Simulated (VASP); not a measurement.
Input of a VASP 6.6.1 run:

The input INCAR:

```
SYSTEM = Si27C26N
PREC = Accurate ; ENCUT = 520
EDIFF = 1E-6 ; ISMEAR = -1
SIGMA = 0.01 ; LREAL = Auto
LASPH = .TRUE. ; NELM = 100
ALGO = Normal ; ISIF = 2
LWAVE = .FALSE. ; LCHARG = .FALSE.
GGA = PE ; IBRION = 2
NSW = 60 ; EDIFFG = -0.03
NELECT = 216.0 ; LUSENCCL = .FALSE.
```

The input KPOINTS:

```
Automatic mesh
0
G
  3 3 3
  0 0 0
```

Contents of POSCAR:

```
Si27C26N
1.0
    0.0000000000      6.5370000000      6.5370000000
    6.5370000000      0.0000000000      6.5370000000
    6.5370000000      6.5370000000      0.0000000000
Si N C
27 1 26
Direct
    0.0000000000      0.0000000000      0.0000000000
    0.0000000000      0.0000000000      0.3333333333
    0.0000000000      0.0000000000      0.6666666667
    0.0000000000      0.3333333333      0.0000000000
    0.0000000000      0.3333333333      0.3333333333
    0.0000000000      0.3333333333      0.6666666667
    0.0000000000      0.6666666667      0.0000000000
    0.0000000000      0.6666666667      0.3333333333
    0.0000000000      0.6666666667      0.6666666667
    0.3333333333      0.0000000000      0.0000000000
    0.3333333333      0.0000000000      0.3333333333
    0.3333333333      0.0000000000      0.6666666667
    0.3333333333      0.3333333333      0.0000000000
    0.3333333333      0.3333333333      0.3333333333
    0.3333333333      0.3333333333      0.6666666667
    0.3333333333      0.6666666667      0.0000000000
    0.3333333333      0.6666666667      0.3333333333
    0.3333333333      0.6666666667      0.6666666667
    0.6666666667      0.0000000000      0.0000000000
    0.6666666667      0.0000000000      0.3333333333
    0.6666666667      0.0000000000      0.6666666667
    0.6666666667      0.3333333333      0.0000000000
    0.6666666667      0.3333333333      0.3333333333
    0.6666666667      0.3333333333      0.6666666667
    0.6666666667      0.6666666667      0.0000000000
    0.6666666667      0.6666666667      0.3333333333
    0.6666666667      0.6666666667      0.6666666667
    0.0833333333      0.0833333333      0.0833333333
    0.0833333333      0.0833333333      0.4166666667
    0.0833333333      0.0833333333      0.7500000000
    0.0833333333      0.4166666667      0.0833333333
    0.0833333333      0.4166666667      0.4166666667
    0.0833333333      0.4166666667      0.7500000000
    0.0833333333      0.7500000000      0.0833333333
    0.0833333333      0.7500000000      0.4166666667
    0.0833333333      0.7500000000      0.7500000000
    0.4166666667      0.0833333333      0.0833333333
    0.4166666667      0.0833333333      0.4166666667
    0.4166666667      0.0833333333      0.7500000000
    0.4166666667      0.4166666667      0.0833333333
    0.4166666667      0.4166666667      0.4166666667
    0.4166666667      0.4166666667      0.7500000000
    0.4166666667      0.7500000000      0.0833333333
    0.4166666667      0.7500000000      0.4166666667
    0.4166666667      0.7500000000      0.7500000000
    0.7500000000      0.0833333333      0.0833333333
    0.7500000000      0.0833333333      0.4166666667
    0.7500000000      0.0833333333      0.7500000000
    0.7500000000      0.4166666667      0.0833333333
    0.7500000000      0.4166666667      0.4166666667
    0.7500000000      0.4166666667      0.7500000000
    0.7500000000      0.7500000000      0.0833333333
    0.7500000000      0.7500000000      0.4166666667
    0.7500000000      0.7500000000      0.7500000000
```

Potentials or basis: VASP PAW PBE potentials, release 64 (Si, N, C).

The run is started by

```console
$ cat potpaw_PBE.64/Si/POTCAR potpaw_PBE.64/N/POTCAR potpaw_PBE.64/C/POTCAR > POTCAR
$ mpirun -np 1 vasp_std > vasp.out
```

Q: Estimate the energy gained by relaxing.

A: 2.5 meV/atom.

Forces in eV/Å, atoms in the order of the input:
```
Si   0.004  0.004  0.004
Si  -0.004 -0.004  0.004
Si   0.000  0.000  0.007
Si  -0.004  0.004 -0.004
Si   0.022  0.001  0.001
Si  -0.001 -0.022  0.001
Si   0.000  0.007  0.000
Si  -0.001  0.001 -0.022
Si  -0.007  0.000  0.000
Si   0.004 -0.004 -0.004
Si   0.001  0.022  0.001
Si  -0.022 -0.001  0.001
Si   0.001  0.001  0.022
Si   0.000  0.000  0.000
Si  -0.001 -0.001  0.022
Si  -0.022  0.001 -0.001
Si  -0.001  0.022 -0.001
Si   0.008 -0.008 -0.008
Si   0.007  0.000  0.000
Si   0.001 -0.001 -0.022
Si   0.000 -0.007  0.000
Si   0.001 -0.022 -0.001
Si   0.022 -0.001 -0.001
Si  -0.008  0.008 -0.008
Si   0.000  0.000 -0.007
Si  -0.008 -0.008  0.008
Si   0.008  0.008  0.008
N    0.000  0.000  0.000
C    0.004  0.004  0.004
C   -0.004 -0.004  0.004
C    0.004  0.004  0.004
C    0.009 -0.009 -0.009
C   -0.004 -0.004  0.004
C   -0.004  0.004 -0.004
C   -0.004  0.004 -0.004
C   -0.017  0.017  0.017
C    0.004  0.004  0.004
C   -0.009  0.009 -0.009
C   -0.004 -0.004  0.004
C   -0.009 -0.009  0.009
C    0.009  0.009  0.009
C    0.000  0.000  0.004
C   -0.004  0.004 -0.004
C    0.000  0.004  0.000
C   -0.004  0.000  0.000
C    0.004 -0.004 -0.004
C    0.004 -0.004 -0.004
C    0.017 -0.017  0.017
C    0.004 -0.004 -0.004
C    0.004  0.000  0.000
C    0.000 -0.004  0.000
C    0.017  0.017 -0.017
C    0.000  0.000 -0.004
C   -0.017 -0.017 -0.017
```

Caveat: the cell carries a net charge on a neutralising background, which shifts energy and pressure.
